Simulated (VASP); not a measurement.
Crystal: RbBr.

```
CELL_PARAMETERS angstrom
4.12425 0.00000 0.00000
0.00000 4.12425 0.00000
0.00000 0.00000 4.12425
ATOMIC_POSITIONS crystal
Rb 0.00000 0.00000 0.00000
Br 0.50000 0.50000 0.50000
```

Base run:

| Property | Result |
| --- | --- |
| Program | VASP 6.6.1 |
| Functional | PBE |
| Potentials or basis | VASP PAW PBE potentials, release 64 (Rb_sv, Br) |
| Cutoff | 520 eV |
| k mesh | 4 × 4 × 4 |
| Occupations | gaussian, width 0.01 eV |
| Spin | no spin polarisation |

Its results: band gap on the k mesh 4.08 eV (least direct gap 4.24 eV); pressure 0.9 GPa.

Q: The run is repeated on the same cell with these changes: functional from PBE to HSE06. What comes out?

A: Band gap on the k mesh 5.27 eV (least direct gap 5.43 eV); pressure 0.5 GPa.

Caveats: the PAW data sets were made with another functional, which shifts forces and pressure a little (at least some runs).

A k mesh can miss the band edges.
